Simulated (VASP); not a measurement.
# Tl3Sb2Mo (P6/mmm) in VASP: notebook

Runs on Tl3Sb2Mo. Level: PBE. Tasks: single point.

All numbers are computed with VASP 6.6.1; they aren't measurements. Logs are shortened: lines on timing, memory, paths and dates and some standing lists are left out, and cuts for length are marked.

## (1) The cell of the first run

Symmetry: P6/mmm, No. 191, hexagonal system. The conventional cell has a = 6.451 Å, b = 6.451 Å, c = 4.985 Å, α = 90.00°, β = 90.00°, γ = 120.00°. Within 4.1 Å of Tl (site symmetry mmm) lie 4 Sb at 3.11 Å and 4 Tl at 3.23 Å and 4 Mo at 4.08 Å. Sb (site symmetry -6m2) has 6 Tl at 3.11 Å and 3 Sb at 3.72 Å and 3 Mo at 3.72 Å within 4.1 Å. Mo (site symmetry 6/mmm) has 6 Sb at 3.72 Å and 12 Tl at 4.08 Å and 2 Mo at 4.99 Å within 5.0 Å.

The cell was built from a structure type or drawn by symmetry, and may not be a known phase.

## (2) Single point, PBE

The input, INCAR:

```
PREC = Accurate
ENCUT = 520
EDIFF = 1E-7
ISMEAR = 0
SIGMA = 0.1
LREAL = False
LASPH = True
NELM = 60
ALGO = Normal
ISIF = 2
LWAVE = False
LCHARG = False
GGA = PE
NBANDS = 40
```

The input, KPOINTS:

```
regular mesh
0
Gamma
  3 3 4
```

The input, POSCAR:

```
Tl3Sb2Mo
1.0
    6.4507947400      0.0000000000      0.0000000000
   -3.2253973700      5.5865521200      0.0000000000
    0.0000000000      0.0000000000      4.9853017400
Tl Sb Mo
3 2 1
Direct
    0.5000000000      0.0000000000      0.5000000000
    0.5000000000      0.5000000000      0.5000000000
    0.0000000000      0.5000000000      0.5000000000
    0.3333333300      0.6666666700      0.0000000000
    0.6666666700      0.3333333300      0.0000000000
    0.0000000000      0.0000000000      0.0000000000
```

Potentials or basis: VASP PAW PBE potentials, release 64 (Tl_d, Sb, Mo_sv).

Launch:

```console
$ cat potpaw_PBE.64/Tl_d/POTCAR potpaw_PBE.64/Sb/POTCAR potpaw_PBE.64/Mo_sv/POTCAR > POTCAR
$ mpirun -np 1 vasp_std > vasp.out
```

OUTCAR:

```text
PREC = Accurate
   ENCUT = 520
   EDIFF = 1E-7
   ISMEAR = 0
   LREAL = False
   LASPH = True
   NELM = 60
   ISIF = 2
   GGA = PE

 ion  position               nearest neighbor table
   1  0.500  0.000  0.500-   4 3.11   5 3.11   4 3.11   5 3.11   2 3.23   3 3.23   2 3.23   3 3.23

   2  0.500  0.500  0.500-   4 3.11   5 3.11   4 3.11   5 3.11   3 3.23   3 3.23   1 3.23   1 3.23

   3  0.000  0.500  0.500-   4 3.11   5 3.11   4 3.11   5 3.11   2 3.23   2 3.23   1 3.23   1 3.23

   4  0.333  0.667  0.000-   3 3.11   3 3.11   1 3.11   1 3.11   2 3.11   2 3.11   5 3.72   5 3.72
                             5 3.72
   5  0.667  0.333  0.000-   3 3.11   3 3.11   1 3.11   1 3.11   2 3.11   2 3.11   4 3.72   4 3.72
                             4 3.72
   6  0.000  0.000  0.000-

  LATTYP: Found a hexagonal cell.
 ALAT       =     6.4507947400
 C/A-ratio  =     0.7728197751

  Lattice vectors:

 A1 = (   6.4507947400,   0.0000000000,   0.0000000000)
 A2 = (  -3.2253973700,   5.5865521200,   0.0000000000)
 A3 = (   0.0000000000,   0.0000000000,   4.9853017400)

Analysis of symmetry for initial positions (statically):
=====================================================================
 Subroutine PRICEL returns:
 Original cell was already a primitive cell.

 Routine SETGRP: Setting up the symmetry group for a
 hexagonal supercell.

 Subroutine GETGRP returns: Found 24 space group operations
 (whereof 24 operations were pure point group operations)
 out of a pool of 24 trial point group operations.

The static configuration has the point symmetry D_6h.

Analysis of symmetry for dynamics (positions and initial velocities):
=====================================================================
 Subroutine PRICEL returns:
 Original cell was already a primitive cell.

 Routine SETGRP: Setting up the symmetry group for a
 hexagonal supercell.

 Subroutine GETGRP returns: Found 24 space group operations
 (whereof 24 operations were pure point group operations)
 out of a pool of 24 trial point group operations.

The dynamic configuration has the point symmetry D_6h.

 Subroutine INISYM returns: Found 24 space group operations
 (whereof 24 operations are pure point group operations),
 and found     1 'primitive' translations

----------------------------------------------------------------------------------------

                                     Primitive cell

[... 84 lines left out ...]
   EDIFFG = 0.1E-05   stopping-criterion for IOM
   NSW    =      0    number of steps for IOM
   IBRION =     -1    ionic relax: 0-MD 1-quasi-New 2-CG
   NFREE  =      0    steps in history (QN), initial steepest desc. (CG)
   ISIF   =      2    stress and relaxation
   ISYM   =      2    0-nonsym 1-usesym 2-fastsym
   POTIM  = 0.5000    time-step for ionic-motion
   TEBEG  =    0.0;   TEEND  =   0.0 temperature during run
   PSTRESS=    0.0 pullay stress
   NELECT =      63.0000    total number of electrons
   NUPDOWN=      -1.0000    fix difference up-down
   EMIN   =  10.00;   EMAX   =-10.00  energy-range for DOS
   EFERMI =   0.00;   METHOD = LEGACY
   ISMEAR =     0;   SIGMA  =   0.10  broadening in eV -4-tet -1-fermi 0-gaus
   EFERMI_NEDOS =   21; number of points for ismear=-14 and -15
   IALGO  =     38    algorithm
   IMIX   =      4    mixing-type and parameters
     AMIX     =   0.40;   BMIX     =  1.00
     AMIX_MAG =   1.60;   BMIX_MAG =  1.00
  volume/ion in A,a.u.               =      29.94       202.07
  Fermi-wavevector in a.u.,A,eV,Ry     =   1.154442  2.181579 18.132983  1.332737
  Thomas-Fermi vector in A             =   2.291079
   LORBIT       =      0    0 simple, 1 ext, 2 COOP (PROOUT), +10 PAW based schemes
   GGA     = PE    functional components
   LHFCALC =     F    Hartree Fock is set to
   AEXX    =    0.0000 exact exchange contribution
   IVDW    =     0    specifies the selected vdW correction
   LEPSILON=     F    determine dielectric tensor
   LRPA    =     F    only Hartree local field effects (RPA)
 non-spin polarized calculation
 Gauss-broadening in eV      SIGMA  =   0.10
  energy-cutoff  :      520.00
  volume of cell :      179.66
 maximum number of plane-waves:      4872
 NGX is ok and might be reduce to    48
   NGX = 23   NGY = 23   NGZ = 19

 number of electron      62.9999991 magnetization

 Free energy of the ion-electron system (eV)
  ---------------------------------------------------
  ext. energy  EPLUGINS =         0.00000000
  ---------------------------------------------------
  free energy    TOTEN  =       -18.59860924 eV

  energy without entropy =      -18.55462456  energy(sigma->0) =      -18.57661690

 E-fermi :   6.1672     XC(G=0):  -9.8071

 val. band max:        6.1591251135   @ k =   0.3333   0.3333   0.0000
 cond. band min:       6.1955872509   @ k =   0.3333   0.3333   0.5000
 fundamental gap:      0.0364621374
 Fermi energy:         6.1672094635

 k-point     1 :       0.0000    0.0000    0.0000
  band No.  band energies     occupation
      1     -54.7961      2.00000
      2     -28.8906      2.00000
      3     -28.8906      2.00000
      4     -28.7959      2.00000
      5      -6.0593      2.00000
      6      -5.7029      2.00000
[... 376 lines left out ...]
     39       9.8388      0.00000
     40      11.5225      0.00000

------------------------ aborting loop because EDIFF is reached ----------------------------------------

  FORCE on cell =-STRESS in cart. coord.  units (eV):
  Direction    XX          YY          ZZ          XY          YZ          ZX
  --------------------------------------------------------------------------------------
  -------------------------------------------------------------------------------------
  Total       -3.0112008     -3.0112008      8.5157082      0.0000000     -0.0000000      0.0000000
  in kB      -26.8535541    -26.8535541     75.9421388      0.0000000     -0.0000000      0.0000000
  external PRESSURE =       7.4116769 kB  Pullay stress =       0.0000000 kB

 VOLUME and BASIS-vectors are now :
 -----------------------------------------------------------------------------
  energy-cutoff  :      520.00
  volume of cell :      179.66
      direct lattice vectors                 reciprocal lattice vectors
     6.450794740  0.000000000  0.000000000     0.155019659  0.089500642  0.000000000
    -3.225397370  5.586552120  0.000000000     0.000000000  0.179001284  0.000000000
     0.000000000  0.000000000  4.985301740     0.000000000  0.000000000  0.200589664

 POSITION                                       TOTAL-FORCE (eV/Angst)
 -----------------------------------------------------------------------------------
      3.22540      0.00000      2.49265         0.000000      0.000000      0.000000
      1.61270      2.79328      2.49265         0.000000      0.000000      0.000000
     -1.61270      2.79328      2.49265         0.000000      0.000000      0.000000
     -0.00000      3.72437      0.00000         0.000000      0.000000      0.000000
      3.22540      1.86218      0.00000        -0.000000      0.000000      0.000000
      0.00000      0.00000      0.00000         0.000000      0.000000      0.000000
 -----------------------------------------------------------------------------------
    total drift:                                0.000000     -0.000000     -0.000000

  FREE ENERGIE OF THE ION-ELECTRON SYSTEM (eV)
  ---------------------------------------------------
  free  energy   TOTEN  =       -18.5986092400 eV

  energy  without entropy=      -18.5546245637  energy(sigma->0) =      -18.57661690
```

OSZICAR:

```text
N       E                     dE             d eps       ncg     rms          rms(c)
DAV:   1     0.424764605202E+03    0.42476E+03   -0.30049E+04   728   0.142E+03
DAV:   2    -0.233165085763E+01   -0.42710E+03   -0.41440E+03   808   0.338E+02
DAV:   3    -0.199095349489E+02   -0.17578E+02   -0.16682E+02   880   0.585E+01
DAV:   4    -0.202186668562E+02   -0.30913E+00   -0.30802E+00   816   0.773E+00
DAV:   5    -0.202246411798E+02   -0.59743E-02   -0.59687E-02   904   0.944E-01    0.131E+01
DAV:   6    -0.340092894870E+02   -0.13785E+02   -0.45296E+01   720   0.148E+01    0.322E+01
DAV:   7    -0.187064785547E+02    0.15303E+02   -0.25272E+01   760   0.150E+01    0.589E+00
DAV:   8    -0.186352674206E+02    0.71211E-01   -0.16847E+00   816   0.353E+00    0.417E+00
DAV:   9    -0.186277003113E+02    0.75671E-02   -0.26402E-01   744   0.150E+00    0.163E+00
DAV:  10    -0.185983962303E+02    0.29304E-01   -0.22787E-02   792   0.526E-01    0.393E-01
DAV:  11    -0.185985910247E+02   -0.19479E-03   -0.18568E-03   792   0.150E-01    0.157E-01
DAV:  12    -0.185986567504E+02   -0.65726E-04   -0.75599E-05   880   0.383E-02    0.926E-02
DAV:  13    -0.185986102228E+02    0.46528E-04   -0.39139E-05   840   0.266E-02    0.241E-02
DAV:  14    -0.185986091699E+02    0.10530E-05   -0.48539E-06   808   0.911E-03    0.140E-02
DAV:  15    -0.185986089072E+02    0.26263E-06   -0.12234E-06   624   0.316E-03    0.515E-03
DAV:  16    -0.185986092356E+02   -0.32837E-06   -0.15406E-07   568   0.172E-03    0.604E-04
DAV:  17    -0.185986092400E+02   -0.44474E-08   -0.12293E-08   448   0.497E-04
   1 F= -.18598609E+02 E0= -.18576617E+02  d E =-.439847E-01
```

stdout:

```text
POSCAR found type information on POSCAR TlSbMo
 POSCAR found :  3 types and       6 ions
 scaLAPACK will be used
 LDA part: xc-table for (Slater+PW92), standard interpolation
 POSCAR, INCAR and KPOINTS ok, starting setup
 FFT: planning ... GRIDC
 FFT: planning ... GRID_SOFT
 FFT: planning ... GRID
 WAVECAR not read
 entering main loop
```

It took 34 s on 1 thread of Intel Xeon 6975P-C (Granite Rapids), shared host; peak memory 0.32 GiB.

Results:

- Free energy: -18.5986 eV
- Pressure: 0.7 GPa
- Band gap on the k mesh: zero (an odd number of electrons rules out a gap without spin polarisation)

Caveat: the k points lie up to 0.37 Å⁻¹ apart, too coarse for converged energies and pressures of a metal; spin-orbit coupling is left out, which moves the levels of the heavy elements.

## (3) Single point, PBE, collinear spin

The input, INCAR:

```
PREC     = Accurate       # precision mode
ENCUT    = 520            # plane-wave cutoff, eV
EDIFF    = 1E-6           # SCF threshold, eV
ISMEAR   = 0              # smearing method
SIGMA    = 0.1            # smearing width, eV
LREAL    = F              # projectors in reciprocal space
LASPH    = T              # aspherical terms in the spheres
NELM     = 150            # most SCF steps
ALGO     = Normal         # electronic algorithm
ISIF     = 2              # what is computed and relaxed
LWAVE    = F              # write WAVECAR
LCHARG   = F              # write CHGCAR
ISPIN    = 2              # spin polarisation
MAGMOM   = 0 0 0 0 0 1    # initial moments
LORBIT   = 11             # projections on sites
LMAXMIX  = 4              # l up to which the mixer works
GGA      = PE             # functional
NBANDS   = 44             # bands
```

KPOINTS is that of step 2.

POSCAR is that of step 2.

Potentials or basis: VASP PAW PBE potentials, release 64 (Tl_d, Sb, Mo_sv).

Launch:

```console
$ cat potpaw_PBE.64/Tl_d/POTCAR potpaw_PBE.64/Sb/POTCAR potpaw_PBE.64/Mo_sv/POTCAR > POTCAR
$ mpirun -np 1 vasp_std > vasp.out
```

It took 84 s on 1 thread of Intel Xeon 6975P-C (Granite Rapids), shared host; peak memory 0.43 GiB.

It converged, with:

* Free energy: -19.9650 eV
* Pressure: 3.2 GPa
* Net moment: 4.35 μB per cell
* Site moments: Tl +0.01; Sb -0.04; Mo +3.64 μB
* Valence electrons inside the program's atomic spheres: Tl 11.28; Sb 2.37; Mo 12.03

Stress tensor (GPa, compression positive):
```
0.87 0.00 0.00
0.00 0.87 0.00
0.00 0.00 7.73
```

Levels at points of the mesh, in eV from the Fermi level:
Spin up:
```
           k point  band 32  band 33  band 34  band 35  band 36  band 37
(0.00, 0.00, 0.00)    -1.12    -0.46    -0.40     0.22     1.15     1.15
(0.00, 0.00, 0.50)    -0.43    -0.34    -0.34    -0.16     0.83     0.83
```
Spin down:
```
           k point  band 25  band 26  band 27  band 28  band 29  band 30  band 31  band 32  band 33  band 34
(0.00, 0.00, 0.00)    -3.65    -2.12    -2.12    -0.44     0.16     0.16     0.18     0.86     1.67     1.67
(0.00, 0.00, 0.50)    -4.32    -3.41    -3.41    -0.82    -0.82    -0.29    -0.29     1.37     1.98     2.13
```

Caveat: the k points lie up to 0.37 Å⁻¹ apart; spin-orbit coupling is left out, which moves the levels of the heavy elements.
